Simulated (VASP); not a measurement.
# W (Pbcm) in VASP: a series of runs

Runs on W. Level: r2SCAN. Tasks: single point.

Program: VASP 6.6.1. These are calculated values, not measurements. Logs are shortened: lines on timing, memory, paths and dates and some standing lists are left out, and cuts for length are marked.

## (1) The cell of the first run

The structure is orthorhombic, space group Pbcm (No. 57). Conventional cell: a = 2.713 Å, b = 4.696 Å, c = 4.754 Å, α = 90.00°, β = 90.00°, γ = 90.00°. W (site symmetry m) has 12 W at 2.60 to 2.95 Å within 3.4 Å.

## (2) Single point, r2SCAN

File POSCAR:

```
W
1.0
    2.7126969044      0.0000000000      0.0000000000
    0.0000000000      4.6960148531      0.0000000000
    0.0000000000      0.0000000000      4.7537800830
W
4
Direct
    0.7931700000      0.5631600000      0.2500000000
    0.2068300000      0.0631600000      0.2500000000
    0.2068300000      0.4368400000      0.7500000000
    0.7931700000      0.9368400000      0.7500000000
```

File INCAR.step1:

```
PREC = Accurate
ENCUT = 520
ISMEAR = 1
SIGMA = 0.1
LREAL = False
LASPH = True
NELM = 100
NBANDS = 36
GGA = PE
ALGO = Normal
EDIFF = 1E-4
LWAVE = True
LCHARG = False
```

File INCAR.step2:

```
PREC = Accurate
ENCUT = 520
EDIFF = 1E-7
ISMEAR = 1
SIGMA = 0.1
LREAL = False
LASPH = True
NELM = 100
ALGO = Normal
ISIF = 2
LWAVE = False
LCHARG = False
METAGGA = R2SCAN
LMIXTAU = True
NBANDS = 36
ISTART = 1
```

File KPOINTS:

```
regular mesh
0
Gamma
  8 5 5
```

Potentials or basis: VASP PAW PBE potentials, release 64 (W_sv).

On the command line:

```sh
> cat potpaw_PBE.64/W_sv/POTCAR > POTCAR
> cp INCAR.step1 INCAR
> mpirun -np 1 vasp_std > vasp.out
> cp INCAR.step2 INCAR
> mpirun -np 1 vasp_std > vasp.out
```

OUTCAR:

```text
PREC = Accurate
   ENCUT = 520
   EDIFF = 1E-7
   ISMEAR = 1
   LREAL = False
   LASPH = True
   NELM = 100
   ISIF = 2
   METAGGA = R2SCAN
   ISTART = 1

 ion  position               nearest neighbor table
   1  0.793  0.563  0.250-   2 2.60   2 2.60   3 2.69   3 2.69   2 2.84   2 2.84   3 2.92   3 2.92
                             4 2.95   4 2.95
   2  0.207  0.063  0.250-   1 2.60   1 2.60   4 2.69   4 2.69   1 2.84   1 2.84   4 2.92   4 2.92
                             3 2.95   3 2.95
   3  0.207  0.437  0.750-   4 2.60   4 2.60   1 2.69   1 2.69   4 2.84   4 2.84   1 2.92   1 2.92
                             2 2.95   2 2.95
   4  0.793  0.937  0.750-   3 2.60   3 2.60   2 2.69   2 2.69   3 2.84   3 2.84   2 2.92   2 2.92
                             1 2.95   1 2.95

  LATTYP: Found a simple orthorhombic cell.
 ALAT       =     2.7126969044
 B/A-ratio  =     1.7311240506
 C/A-ratio  =     1.7524184421

  Lattice vectors:

 A1 = (   2.7126969044,   0.0000000000,   0.0000000000)
 A2 = (   0.0000000000,   4.6960148531,   0.0000000000)
 A3 = (   0.0000000000,   0.0000000000,   4.7537800830)

Analysis of symmetry for initial positions (statically):
=====================================================================
 Subroutine PRICEL returns:
 Original cell was already a primitive cell.

 Routine SETGRP: Setting up the symmetry group for a
 simple orthorhombic supercell.

 Subroutine GETGRP returns: Found  8 space group operations
 (whereof  2 operations were pure point group operations)
 out of a pool of  8 trial point group operations.

The static configuration has the point symmetry S_2 .
 The point group associated with its full space group is D_2h.

Analysis of symmetry for dynamics (positions and initial velocities):
=====================================================================
 Subroutine PRICEL returns:
 Original cell was already a primitive cell.

 Routine SETGRP: Setting up the symmetry group for a
 simple orthorhombic supercell.

 Subroutine GETGRP returns: Found  8 space group operations
 (whereof  2 operations were pure point group operations)
 out of a pool of  8 trial point group operations.

The dynamic configuration has the point symmetry S_2 .
 The point group associated with its full space group is D_2h.

 Subroutine INISYM returns: Found  8 space group operations
 (whereof  2 operations are pure point group operations),
 and found     1 'primitive' translations

----------------------------------------------------------------------------------------

                                     Primitive cell

  volume of cell :      60.5578

  direct lattice vectors                    reciprocal lattice vectors
     2.712696904  0.000000000  0.000000000     0.368636835  0.000000000  0.000000000
     0.000000000  4.696014853  0.000000000     0.000000000  0.212946516  0.000000000
     0.000000000  0.000000000  4.753780083     0.000000000  0.000000000  0.210358911

  length of vectors
     2.712696904  4.696014853  4.753780083     0.368636835  0.212946516  0.210358911

  position of ions in fractional coordinates (direct lattice)
     0.793170000  0.563160000  0.250000000
     0.206830000  0.063160000  0.250000000
     0.206830000  0.436840000  0.750000000
     0.793170000  0.936840000  0.750000000

  ion indices of the primitive-cell ions
   primitive index   ion index
                 1           1
                 2           2
                 3           3
                 4           4

----------------------------------------------------------------------------------------

 KPOINTS: regular mesh

Automatic generation of k-mesh.
 Grid dimensions read from file:
 generate k-points for:    8    5    5

 Generating k-lattice:

  Cartesian coordinates                     Fractional coordinates (reciprocal lattice)
     0.046079604  0.000000000  0.000000000     0.125000000  0.000000000  0.000000000
     0.000000000  0.042589303  0.000000000     0.000000000  0.200000000  0.000000000
     0.000000000  0.000000000  0.042071782     0.000000000  0.000000000  0.200000000

  Length of vectors
     0.046079604  0.042589303  0.042071782

  Shift w.r.t. Gamma in fractional coordinates (k-lattice)
     0.000000000  0.000000000  0.000000000

 Subroutine IBZKPT returns following result:
 ===========================================

 Found     45 irreducible k-points:

 Following reciprocal coordinates:
            Coordinates               Weight
  0.000000  0.000000  0.000000      1.000000
  0.125000  0.000000  0.000000      2.000000
  0.250000  0.000000  0.000000      2.000000
  0.375000  0.000000  0.000000      2.000000
  0.500000  0.000000  0.000000      1.000000
  0.000000  0.200000  0.000000      2.000000
[... 16 lines left out ...]
  0.250000  0.200000  0.200000      8.000000
  0.375000  0.200000  0.200000      8.000000
 [... further k-points ...]
   k-points           NKPTS =     45   k-points in BZ     NKDIM =     45   number of bands    NBANDS=     36
   number of dos      NEDOS =    301   number of ions     NIONS =      4
   total plane-waves  NPLWV =  25920
   dimension x,y,z NGX =    20 NGY =   36 NGZ =   36
   dimension x,y,z NGXF=    40 NGYF=   72 NGZF=   72
   ions per type =               4
   NGX,Y,Z   is equivalent  to a cutoff of  12.26, 12.74, 12.59 a.u.
   NGXF,Y,Z  is equivalent  to a cutoff of  24.51, 25.49, 25.18 a.u.
 SYSTEM =  unknown system
   PREC   = accura    normal or accurate (medium, high low for compatibility)
   ISTART =      1    job   : 0-new  1-cont  2-samecut
   ICHARG =      0    charge: 1-file 2-atom 10-const
   ISPIN  =      1    spin polarized calculation?
   LNONCOLLINEAR =      F non collinear calculations
   LSORBIT =      F    spin-orbit coupling
   LASPH  =      T    aspherical Exc in radial PAW
   ENCUT  =  520.0 eV  38.22 Ry    6.18 a.u.   5.04  8.73  8.84*2*pi/ulx,y,z
   NELM   =    100;   NELMIN=  2; NELMDL=  0     # of ELM steps
   EDIFF  = 0.1E-06   stopping-criterion for ELM
   LREAL  =      F    real-space projection
   EDIFFG = 0.1E-05   stopping-criterion for IOM
   NSW    =      0    number of steps for IOM
   IBRION =     -1    ionic relax: 0-MD 1-quasi-New 2-CG
   NFREE  =      0    steps in history (QN), initial steepest desc. (CG)
   ISIF   =      2    stress and relaxation
   ISYM   =      2    0-nonsym 1-usesym 2-fastsym
   POTIM  = 0.5000    time-step for ionic-motion
   TEBEG  =    0.0;   TEEND  =   0.0 temperature during run
   PSTRESS=    0.0 pullay stress
   NELECT =      56.0000    total number of electrons
   NUPDOWN=      -1.0000    fix difference up-down
   EMIN   =  10.00;   EMAX   =-10.00  energy-range for DOS
   EFERMI =   0.00;   METHOD = LEGACY
   ISMEAR =     1;   SIGMA  =   0.10  broadening in eV -4-tet -1-fermi 0-gaus
   EFERMI_NEDOS =   21; number of points for ismear=-14 and -15
   IALGO  =     38    algorithm
   IMIX   =      4    mixing-type and parameters
     AMIX     =   0.40;   BMIX     =  1.00
     AMIX_MAG =   1.60;   BMIX_MAG =  1.00
  volume/ion in A,a.u.               =      15.14       102.17
  Fermi-wavevector in a.u.,A,eV,Ry     =   1.594952  3.014022 34.611470  2.543871
  Thomas-Fermi vector in A             =   2.692946
   LORBIT       =      0    0 simple, 1 ext, 2 COOP (PROOUT), +10 PAW based schemes
   METAGGA = R2SCAN    functional components
   LHFCALC =     F    Hartree Fock is set to
   AEXX    =    0.0000 exact exchange contribution
   IVDW    =     0    specifies the selected vdW correction
   LEPSILON=     F    determine dielectric tensor
   LRPA    =     F    only Hartree local field effects (RPA)
 non-spin polarized calculation
 Methfessel and Paxton  Order N= 1 SIGMA  =   0.10
  energy-cutoff  :      520.00
  volume of cell :       60.56
 maximum number of plane-waves:      1646
   NGX = 11   NGY = 17   NGZ = 17

 number of electron      55.9999991 magnetization

 Free energy of the ion-electron system (eV)
  ---------------------------------------------------
  ext. energy  EPLUGINS =         0.00000000
  ---------------------------------------------------
  free energy    TOTEN  =      -202.70788669 eV

  energy without entropy =     -202.70603155  energy(sigma->0) =     -202.70726831

 E-fermi :  11.7123     XC(G=0): -15.2146

 val. band max:       11.6830082526   @ k =   0.5000   0.2000   0.0000
 cond. band min:      11.7126681614   @ k =   0.5000   0.2000   0.0000
 fundamental gap:      0.0296599088
 Fermi energy:        11.7122683804

 k-point     1 :       0.0000    0.0000    0.0000
  band No.  band energies     occupation
      1     -63.9700      2.00000
      2     -63.8307      2.00000
      3     -63.7748      2.00000
      4     -63.6891      2.00000
      5     -28.4438      2.00000
      6     -28.3477      2.00000
[... 28 lines left out ...]
     35      16.5749      0.00000
     36      17.0727      0.00000

 k-point     2 :       0.1250    0.0000    0.0000
  band No.  band energies     occupation
      1     -63.9508      2.00000
      2     -63.8181      2.00000
      3     -63.7653      2.00000
      4     -63.6860      2.00000
      5     -28.3799      2.00000
      6     -28.2900      2.00000
[... 28 lines left out ...]
     35      15.9128      0.00000
     36      16.4351      0.00000

 k-point     3 :       0.2500    0.0000    0.0000
  band No.  band energies     occupation
      1     -63.9018      2.00000
      2     -63.7870      2.00000
      3     -63.7426      2.00000
      4     -63.6812      2.00000
      5     -28.2096      2.00000
      6     -28.1352      2.00000
[... 28 lines left out ...]
     35      15.4580      0.00000
     36      16.2613      0.00000
[... 742 lines left out ...]
 k-point    23 :       0.2500    0.2000    0.2000
  band No.  band energies     occupation
      1     -63.8767      2.00000
      2     -63.7871      2.00000
      3     -63.7523      2.00000
      4     -63.6971      2.00000
      5     -28.1570      2.00000
      6     -28.0603      2.00000
[... 28 lines left out ...]
     35      14.7770      0.00000
     36      16.5539      0.00000

 k-point    24 :       0.3750    0.2000    0.2000
  band No.  band energies     occupation
      1     -63.8268      2.00000
      2     -63.7556      2.00000
      3     -63.7299      2.00000
      4     -63.6926      2.00000
      5     -28.1931      2.00000
      6     -28.1019      2.00000
[... 28 lines left out ...]
     35      16.1992      0.00000
     36      16.7768      0.00000

 [... further k-points ...]

------------------------ aborting loop because EDIFF is reached ----------------------------------------

  FORCE on cell =-STRESS in cart. coord.  units (eV):
  Direction    XX          YY          ZZ          XY          YZ          ZX
  --------------------------------------------------------------------------------------
  -------------------------------------------------------------------------------------
  Total       10.8871610     11.2752726     10.8354637     -0.0000000      0.0000000      0.0000000
  in kB      288.0417272    298.3099995    286.6739722     -0.0000000      0.0000000      0.0000000
  external PRESSURE =     291.0085663 kB  Pullay stress =       0.0000000 kB

 VOLUME and BASIS-vectors are now :
 -----------------------------------------------------------------------------
  energy-cutoff  :      520.00
  volume of cell :       60.56
      direct lattice vectors                 reciprocal lattice vectors
     2.712696904  0.000000000  0.000000000     0.368636835  0.000000000  0.000000000
     0.000000000  4.696014853  0.000000000     0.000000000  0.212946516  0.000000000
     0.000000000  0.000000000  4.753780083     0.000000000  0.000000000  0.210358911

 POSITION                                       TOTAL-FORCE (eV/Angst)
 -----------------------------------------------------------------------------------
      2.15163      2.64461      1.18845        -0.429461     -0.117303     -0.000000
      0.56107      0.29660      1.18845         0.429461     -0.117303      0.000000
      0.56107      2.05141      3.56534         0.429461      0.117303      0.000000
      2.15163      4.39941      3.56534        -0.429461      0.117303     -0.000000
 -----------------------------------------------------------------------------------
    total drift:                                0.000000      0.000000      0.000000

  FREE ENERGIE OF THE ION-ELECTRON SYSTEM (eV)
  ---------------------------------------------------
  free  energy   TOTEN  =      -202.7078866893 eV

  energy  without entropy=     -202.7060315465  energy(sigma->0) =     -202.70726831
```

It took 2 min on 1 thread of Intel Xeon 6975P-C (Granite Rapids), shared host; peak memory 0.21 GiB.

Results:

```
Free energy            : -202.7079 eV
Pressure               : 29.1 GPa
Largest force          : 0.445 eV/Å
Band gap on the k mesh : zero (band 28 reaches 12.91 eV, above the bottom of band 29 at 11.27 eV)
```

Forces on the atoms (eV/Å):
```
W   -0.429 -0.117  0.000
W    0.429 -0.117  0.000
W    0.429  0.117  0.000
W   -0.429  0.117  0.000
```

Caveat: the PAW data sets were made with another functional, which shifts forces and pressure a little; spin-orbit coupling is left out, which moves the levels of the heavy elements.

## (3) Single point, r2SCAN

This run uses another cell than the first one, of 15.56 Å³/atom, 1.028 times its volume.

File POSCAR:

```
W
1.0
    2.7375854221      0.0000000000      0.0000000000
    0.0000000000      4.7390999648      0.0000000000
    0.0000000000      0.0000000000      4.7973951806
W
4
Direct
    0.7931700000      0.5631600000      0.2500000000
    0.2068300000      0.0631600000      0.2500000000
    0.2068300000      0.4368400000      0.7500000000
    0.7931700000      0.9368400000      0.7500000000
```

File INCAR.step1:

```
SYSTEM = W
ALGO = Normal
EDIFF = 1E-4
ENCUT = 520
GGA = PE
ISMEAR = 1
LASPH = .TRUE.
LCHARG = .FALSE.
LREAL = .FALSE.
LWAVE = .TRUE.
NBANDS = 36
NELM = 80
PREC = Accurate
SIGMA = 0.1
```

File INCAR.step2:

```
SYSTEM = W
ALGO = Normal
EDIFF = 1E-7
ENCUT = 520
ISIF = 2
ISMEAR = 1
ISTART = 1
LASPH = .TRUE.
LCHARG = .FALSE.
LMIXTAU = .TRUE.
LREAL = .FALSE.
LWAVE = .FALSE.
METAGGA = R2SCAN
NBANDS = 36
NELM = 80
PREC = Accurate
SIGMA = 0.1
```

File KPOINTS:

```
k-points
0
G
  8 5 5
  0 0 0
```

Potentials or basis: VASP PAW PBE potentials, release 64 (W_sv).

On the command line:

```sh
> cat potpaw_PBE.64/W_sv/POTCAR > POTCAR
> cp INCAR.step1 INCAR
> mpirun -np 1 vasp_std > vasp.out
> cp INCAR.step2 INCAR
> mpirun -np 1 vasp_std > vasp.out
```

Wall time 2.2 min (1 thread of Intel Xeon 6975P-C (Granite Rapids), shared host); peak memory 0.2 GiB.

It converged, with:

| Quantity | Value |
| --- | --- |
| Free energy | -202.9575 eV |
| Pressure | 18.5 GPa |
| Largest force | 0.299 eV/Å |
| Band gap on the k mesh | zero (band 28 reaches 12.43 eV, above the bottom of band 29 at 10.91 eV) |

Forces in eV/Å, atoms in the order of the input:
```
W   -0.279 -0.107  0.000
W    0.279 -0.107  0.000
W    0.279  0.107  0.000
W   -0.279  0.107  0.000
```

Stress tensor (GPa, compression positive):
```
17.39  0.00  0.00
 0.00 19.32  0.00
 0.00  0.00 18.85
```

Levels at points of the mesh, in eV from the Fermi level:
```csv
k point,band 25,band 26,band 27,band 28,band 29,band 30,band 31,band 32
"(0.00, 0.00, 0.00)",-0.58,-0.52,-0.42,-0.39,-0.39,-0.19,0.60,1.81
"(0.50, 0.00, 0.00)",-2.14,-2.05,-1.51,-1.25,0.12,0.21,0.48,3.19
```

Caveat: the PAW data sets were made with another functional, which shifts forces and pressure a little; spin-orbit coupling is left out, which moves the levels of the heavy elements.

## (4) Single point, r2SCAN

This run uses another cell than the first one, of 15.98 Å³/atom, 1.056 times its volume.

File POSCAR:

```
W
1.0
    2.7620294425      0.0000000000      0.0000000000
    0.0000000000      4.7814155964      0.0000000000
    0.0000000000      0.0000000000      4.8402313327
W
4
Direct
    0.7931700000      0.5631600000      0.2500000000
    0.2068300000      0.0631600000      0.2500000000
    0.2068300000      0.4368400000      0.7500000000
    0.7931700000      0.9368400000      0.7500000000
```

File INCAR.step1:

```
  PREC = Accurate
  ENCUT = 520
  ISMEAR = 1
  SIGMA = 0.1
  LREAL = F
  LASPH = T
  NELM = 100
  NBANDS = 36
  GGA = PE
  ALGO = Normal
  EDIFF = 1E-4
  LWAVE = T
  LCHARG = F
```

File INCAR.step2:

```
  PREC = Accurate
  ENCUT = 520
  EDIFF = 1E-7
  ISMEAR = 1
  SIGMA = 0.1
  LREAL = F
  LASPH = T
  NELM = 100
  ALGO = Normal
  ISIF = 2
  LWAVE = F
  LCHARG = F
  METAGGA = R2SCAN
  LMIXTAU = T
  NBANDS = 36
  ISTART = 1
```

File KPOINTS:

```
Automatic mesh
0
Gamma
  8 5 5
```

On the command line:

```sh
> cat potpaw_PBE.64/W_sv/POTCAR > POTCAR
> cp INCAR.step1 INCAR
> mpirun -np 1 vasp_std > vasp.out
> cp INCAR.step2 INCAR
> mpirun -np 1 vasp_std > vasp.out
```

Wall time 1.8 min (1 thread of Intel Xeon 6975P-C (Granite Rapids), shared host); peak memory 0.22 GiB.

It converged, with:

```
Free energy            : -203.1032 eV
Pressure               : 9.3 GPa
Largest force          : 0.168 eV/Å
Band gap on the k mesh : zero (band 28 reaches 11.97 eV, above the bottom of band 29 at 10.55 eV)
```

Forces in eV/Å, atoms in the order of the input:
```
W   -0.134 -0.101  0.000
W    0.134 -0.101  0.000
W    0.134  0.101  0.000
W   -0.134  0.101  0.000
```

Stress tensor (GPa, compression positive):
```
 7.48  0.00  0.00
 0.00 10.04  0.00
 0.00  0.00 10.31
```

Levels at points of the mesh, in eV from the Fermi level:
```
           k point  band 25  band 26  band 27  band 28  band 29  band 30  band 31  band 32
(0.00, 0.00, 0.00)    -0.56    -0.48    -0.41    -0.38    -0.37    -0.20     0.61     1.77
(0.50, 0.00, 0.00)    -2.05    -1.95    -1.44    -1.22     0.15     0.20     0.48     3.10
```

Caveat: the PAW data sets were made with another functional, which shifts forces and pressure a little; spin-orbit coupling is left out, which moves the levels of the heavy elements.

## (5) Overview

```csv
cell,gap on the mesh (eV),pressure (GPa),largest force (eV/Å)
"a = 2.713, b = 4.696, c = 4.754 Å, 4 atoms",none,29.1,0.45
"a = 2.738, b = 4.739, c = 4.797 Å, 4 atoms",none,18.5,0.30
"a = 2.762, b = 4.781, c = 4.840 Å, 4 atoms",none,9.3,0.17
```

Alike in all rows: task single point; level r2SCAN; potentials or basis VASP PAW PBE potentials, release 64 (W_sv); no spin polarisation; k mesh 8 × 5 × 5; cutoff (eV) 520; smearing methfessel-paxton 0.1 eV.

Caveats: the PAW data sets were made with another functional, which shifts forces and pressure a little; spin-orbit coupling is left out, which moves the levels of the heavy elements.

Absolute energies hang on the potentials; compare differences alone.
